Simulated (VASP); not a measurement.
Here is a VASP 6.6.1 calculation.

INCAR

```
ALGO = Normal
EDIFF = 1E-6
ENCUT = 500
GGA = PE
GGA_COMPAT = F
ISIF = 2
ISMEAR = 0
LASPH = T
LCHARG = F
LREAL = F
LWAVE = F
NBANDS = 17
NELM = 120
PREC = Accurate
SIGMA = 0.1
```

Contents of KPOINTS:

```
k-points
0
Gamma
  12 12 12
```

Contents of POSCAR:

```
SnTe
1.0
    0.0000000000      3.2049117679      3.2049117679
    3.2049117679      0.0000000000      3.2049117679
    3.2049117679      3.2049117679      0.0000000000
Sn Te
1 1
Direct
    0.0000000000      0.0000000000      0.0000000000
    0.5000000000      0.5000000000      0.5000000000
```

Potentials or basis: VASP PAW PBE potentials, release 64 (Sn_d, Te).

Launch:

```bash
$ cat potpaw_PBE.64/Sn_d/POTCAR potpaw_PBE.64/Te/POTCAR > POTCAR
$ mpirun -np 1 vasp_std > vasp.out
```

**Question.** Predict the band gap on the k mesh.

**Answer.** 0.05 eV.

**Question.** Estimate the pressure.

**Answer.** -0.1 GPa.

Caveat: semilocal functionals underestimate gaps, and a narrow one can read as zero; spin-orbit coupling is left out, which moves the levels of the heavy elements. A k mesh can miss the band edges.
